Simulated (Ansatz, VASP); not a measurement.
**One calculation of Cr, two programs**

Contents of INCAR:

```
  ALGO = Normal
  EDIFF = 1E-6
  ENCUT = 520
  GGA = PE
  ISIF = 2
  ISMEAR = -1
  ISPIN = 2
  LASPH = T
  LCHARG = T
  LELF = T
  LMAXMIX = 4
  LORBIT = 11
  LREAL = F
  LVHAR = T
  LWAVE = F
  MAGMOM = -3 3
  NBANDS = 23
  NELM = 150
  PREC = Accurate
  SIGMA = 0.05
```

The input KPOINTS:

```
k-points
0
Gamma
  11 11 11
```

Contents of POSCAR:

```
Cr
1.0
    3.0271278509      0.0000000000      0.0000000000
    0.0000000000      3.0271278509      0.0000000000
    0.0000000000      0.0000000000      3.0271278509
Cr
2
Direct
    0.0000000000      0.0000000000      0.0000000000
    0.5000000000      0.5000000000      0.5000000000
```

Input for Ansatz:

```yaml
crystal:
  lattice:
    - [3.0271278509, 0.0, 0.0]
    - [0.0, 3.0271278509, 0.0]
    - [0.0, 0.0, 3.0271278509]
  atoms:
    - { symbol: Cr, position: [0.0, 0.0, 0.0], spin: -3.0 }
    - { symbol: Cr, position: [0.5, 0.5, 0.5], spin: 3.0 }
magnetization:
  spin_polarized: true
kpoints:
  mp_grid: { grid: [11, 11, 11] }
scf:
  occupations: { method: fermi_dirac, width: 0.05 }
hamiltonian:
  xc: pbe
  pseudopotentials: { kind: all_electron, lapw: { basis_error: 0.00025 } }
output:
  forces: true
  stress: true
  eigenvalues: true
```

Change from the starting cell: volume scaled by 1.06.

Alike in both runs: task single point; functional PBE; k mesh 11 × 11 × 11; occupations fermi-dirac, width 0.05 eV; collinear spin.

|  | VASP | Ansatz |
| --- | --- | --- |
| version | VASP 6.6.1 | Ansatz 0.2.0 |
| potentials or method | VASP PAW PBE potentials, release 64 (Cr_pv), cutoff 520 eV | all-electron LAPW, scalar-relativistic |

```tsv
	VASP	Ansatz	Ansatz less VASP
pressure (GPa)	-16.8	-17.3	-0.50
net moment per atom (μB)	0.00	0.00	0.000
size of the moment on the site where the two differ most (μB)	2.15	2.12	-0.036
```

Site moments also hang on the region over which each program counts them. Ansatz ran all-electron here, and VASP with PAW potentials.
